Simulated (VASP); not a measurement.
# MnO: single point with PBE+U

Crystal: MnO.

```xyz
2
Lattice="0.0000 2.2220 2.2220 2.2220 0.0000 2.2220 2.2220 2.2220 0.0000" Properties=species:S:1:pos:R:3 pbc="T T T"
Mn    0.0000    0.0000    0.0000
O     2.2220    2.2220    2.2220
```

| Property | Result |
| --- | --- |
| Program | VASP 6.6.1 |
| Task | single point |
| Functional | PBE |
| Potentials or basis | VASP PAW PBE potentials, release 64 (Mn_sv, O) |
| Cutoff | 700 eV |
| k mesh | 10 × 10 × 10 |
| Occupations | gaussian, width 0.05 eV |
| Spin | collinear spin, ferromagnetic start |
| Starting moments | [5.0, 0.0] μB |
| Hubbard terms | Mn d U = 3.9 eV |
| Dipole correction | no |
| Further INCAR settings | ALGO = Normal; EDIFF = 1e-06; NBANDS = 22 |

| Quantity | Value |
| --- | --- |
| Pressure | 6.5 GPa |
| Band gap on the k mesh | 0.17 eV (least direct gap 2.73 eV) |
| Net moment | 5.00 μB per cell |
| Site moments | Mn +4.50; O +0.17 μB |
| Valence electrons inside the program's atomic spheres | Mn 12.88; O 5.01 |

Levels at points of the mesh, in eV from the valence-band top:
Spin up:
```tsv
k point	band 11	band 12	band 13	band 14	band 15	band 16
(0.00, 0.00, 0.00)	-2.89	-2.89	-2.89	0.17	14.57	16.38
(0.50, 0.00, 0.00)	-2.47	0.00	0.00	4.11	8.44	12.48
(0.50, 0.50, 0.00)	-2.99	-2.99	-2.88	5.62	8.58	10.46
```
Spin down:
| k point | band 5 | band 6 | band 7 | band 8 | band 9 | band 10 | band 11 | band 12 |
| --- | --- | --- | --- | --- | --- | --- | --- | --- |
| (0.00, 0.00, 0.00) | -19.05 | -2.56 | -2.56 | -2.56 | 1.51 | 3.04 | 3.04 | 3.04 |
| (0.50, 0.00, 0.00) | -18.08 | -6.57 | -3.83 | -3.83 | 4.18 | 4.49 | 4.49 | 5.18 |
| (0.50, 0.50, 0.00) | -18.08 | -5.70 | -3.56 | -3.56 | 1.08 | 4.40 | 4.46 | 5.03 |

Eigenvalues of the final occupation matrices:
```tsv
site	spin	trace	eigenvalues
site 1 d	1	4.63	0.91 0.91 0.91 0.95 0.95
site 1 d	2	0.15	0.01 0.01 0.01 0.05 0.05
```

It took 110 s on 1 thread of Intel(R) Xeon(R) Platinum 8259CL CPU @ 2.50GHz (Skylake/Cascade Lake) (shared host), peak memory 0.2 GiB.

Caveat: the cell stands under pressure; a cell with one magnetic atom can't hold antiferromagnetic order, which such compounds often take. A k mesh can miss the band edges.
